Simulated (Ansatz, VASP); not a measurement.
## InGaPb3: VASP beside Ansatz

```
In Ga Pb
1.0
     5.81650    0.00000    0.00000
     0.00000    5.81650    0.00000
     0.00000    0.00000    5.81650
In Ga Pb
1 1 3
Direct
  0.50000 0.50000 0.50000
  0.00000 0.00000 0.00000
  0.00000 0.50000 0.50000
  0.50000 0.00000 0.50000
  0.50000 0.50000 0.00000
```

Change from the starting cell: species swapped into the CdNi3N type (Pm-3m, No. 221).

Alike in both runs: functional PBE; k mesh 6 × 6 × 6; occupations gaussian, width 0.1 eV; no spin polarisation.

Ansatz relaxed the structure, and its values are those at the end. VASP's run is a single point on that final structure, the one shown.

```csv
,VASP,Ansatz
version,VASP 6.6.1,Ansatz 0.2.0
potentials or method,"VASP PAW PBE potentials, release 64 (In_d, Ga_d, Pb_d), cutoff 520 eV","scalar-relativistic, plane waves, PAW"
valence electrons in the cell,68,68
```

```tsv
	VASP	Ansatz	Ansatz less VASP
gap on the k mesh at the Fermi level (eV)	none	none	-
pressure (GPa)	0.0	0.0	+0.05
```

A gap of «none» marks a metal or a gap that the smearing closes.

Spin-orbit coupling is off throughout.
